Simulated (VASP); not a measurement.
## Ga3BAs4: single point with PBEsol

Ga3BAs4:

```
Ga B As
1.0
    10.85742    0.00000    0.00000
     0.00000   10.85742    0.00000
     0.00000    0.00000   10.85742
Ga B As
24 8 32
Direct
  0.99994 0.99950 0.99045
  0.00015 0.50059 0.99734
  0.00068 0.49997 0.49935
  0.49977 0.50892 0.00423
  0.50002 0.50851 0.49526
  0.24949 0.25104 0.00025
  0.24765 0.24635 0.50056
  0.25327 0.74978 0.99590
  0.25007 0.75467 0.50474
  0.74951 0.25047 0.00084
  0.75323 0.24613 0.49957
  0.74762 0.75077 0.99611
  0.75008 0.75496 0.50445
  0.25490 0.00238 0.25482
  0.24906 0.99724 0.74694
  0.24484 0.50402 0.75190
  0.74485 0.00213 0.25376
  0.74904 0.99721 0.74700
  0.75492 0.50506 0.75211
  0.99974 0.25453 0.25869
  0.00000 0.74555 0.25822
  0.50014 0.24764 0.25031
  0.49991 0.24078 0.74925
  0.50065 0.74966 0.24972
  0.00078 0.99846 0.51021
  0.49616 0.99259 0.99341
  0.50045 0.99255 0.50540
  0.24915 0.49960 0.24768
  0.74913 0.49796 0.24935
  0.99616 0.24371 0.74233
  0.00043 0.75569 0.74230
  0.50078 0.76047 0.74819
  0.12266 0.12512 0.12629
  0.10254 0.12468 0.62397
  0.14089 0.61386 0.13642
  0.11136 0.64051 0.63606
  0.61035 0.10839 0.10547
  0.61266 0.10969 0.60836
  0.64242 0.61463 0.13928
  0.61431 0.64337 0.64033
  0.36124 0.38927 0.13653
  0.37440 0.37564 0.62505
  0.38652 0.88579 0.11151
  0.39792 0.87599 0.62521
  0.86124 0.38684 0.13901
  0.88653 0.36178 0.63551
  0.87439 0.87532 0.12532
  0.89789 0.87550 0.62575
  0.39039 0.11026 0.39526
  0.38410 0.11100 0.88917
  0.35538 0.61645 0.35931
  0.38975 0.64190 0.85958
  0.88973 0.10986 0.39166
  0.88411 0.13945 0.86073
  0.85540 0.60958 0.36619
  0.89038 0.64553 0.86000
  0.14247 0.38952 0.36437
  0.11036 0.35572 0.85815
  0.11433 0.89056 0.39313
  0.11271 0.85858 0.85943
  0.64090 0.38667 0.36361
  0.62272 0.37652 0.87488
  0.61139 0.88629 0.39028
  0.60253 0.87421 0.87442
```

```yaml
Program: VASP 6.6.1
Task: single point
Functional: PBEsol
Potentials_or_basis: VASP PAW PBE potentials, release 64 (Ga_d, B, As)
Cutoff: 520 eV
k_mesh: 1 × 1 × 1, shifted
Occupations: fermi-dirac, width 0.05 eV
Spin: no spin polarisation
Dipole_correction: no
Further_INCAR_settings: LREAL = Auto; ALGO = Normal; EDIFF = 1e-06; NBANDS = 286; ISYM = 0
```

The pressure is 0.3 GPa. The largest force is 0.171 eV/Å and the band gap on the k mesh is 1.30 eV.

Forces on the atoms (eV/Å):
```
Ga  -0.027 -0.014 -0.007
Ga   0.038 -0.061  0.007
Ga  -0.041  0.033  0.017
Ga   0.023 -0.060  0.008
Ga  -0.025  0.007  0.023
Ga  -0.049  0.014 -0.029
Ga  -0.028 -0.019 -0.012
Ga  -0.018  0.010 -0.023
Ga   0.072 -0.035 -0.029
Ga  -0.048 -0.027  0.013
Ga  -0.017 -0.022  0.009
Ga  -0.028 -0.011 -0.020
Ga   0.072 -0.027 -0.036
Ga   0.007 -0.070  0.024
Ga  -0.011 -0.012  0.035
Ga   0.016  0.007 -0.039
Ga   0.017 -0.039  0.008
Ga  -0.010  0.035 -0.012
Ga   0.007  0.025 -0.069
Ga   0.024  0.008 -0.061
Ga  -0.025  0.022  0.007
Ga   0.039  0.006 -0.061
Ga  -0.025 -0.009 -0.014
Ga  -0.041  0.016  0.033
B   -0.004  0.122  0.061
B    0.092  0.052  0.015
B    0.045  0.076  0.032
B    0.054  0.079  0.062
B    0.054  0.062  0.078
B    0.092  0.012  0.053
B    0.046  0.030  0.075
B   -0.003  0.062  0.122
As   0.030  0.005  0.021
As   0.009  0.030  0.032
As  -0.022 -0.071 -0.059
As  -0.075 -0.022 -0.055
As   0.086  0.087  0.062
As   0.102  0.052  0.095
As  -0.033 -0.061 -0.045
As  -0.073 -0.053 -0.061
As  -0.066  0.013 -0.038
As   0.003  0.008  0.069
As  -0.064  0.009 -0.023
As  -0.023 -0.090 -0.103
As  -0.061 -0.038  0.013
As  -0.063 -0.026  0.008
As   0.003  0.069  0.010
As  -0.022 -0.100 -0.093
As  -0.021 -0.060 -0.028
As  -0.076 -0.051 -0.031
As   0.103  0.101  0.092
As  -0.029 -0.034 -0.061
As  -0.027 -0.063 -0.032
As  -0.077 -0.030 -0.053
As   0.102  0.091  0.103
As  -0.023 -0.027 -0.059
As  -0.033 -0.046 -0.060
As   0.083  0.061  0.084
As  -0.075 -0.059 -0.049
As   0.101  0.095  0.051
As  -0.022 -0.060 -0.070
As   0.032  0.019  0.001
As  -0.075 -0.056 -0.020
As   0.006  0.036  0.029
```

Stress tensor (GPa, compression positive):
```
 0.64  0.03  0.03
 0.03  0.06 -0.01
 0.03 -0.01  0.06
```

Levels at points of the mesh, in eV from the valence-band top:
```tsv
k point	band 246	band 247	band 248	band 249	band 250	band 251
(0.25, 0.25, 0.25)	-0.49	-0.05	-0.01	1.33	1.53	1.57
```

It took 24 min on 4 MPI ranks on Oxide Virtual Turin-like Processor, on a shared host, peak memory 0.53 GiB a rank.

Caveat: the PAW data sets were made with another functional, which shifts forces and pressure a little; a shifted mesh leaves out Γ, where band edges can lie. A k mesh can miss the band edges.
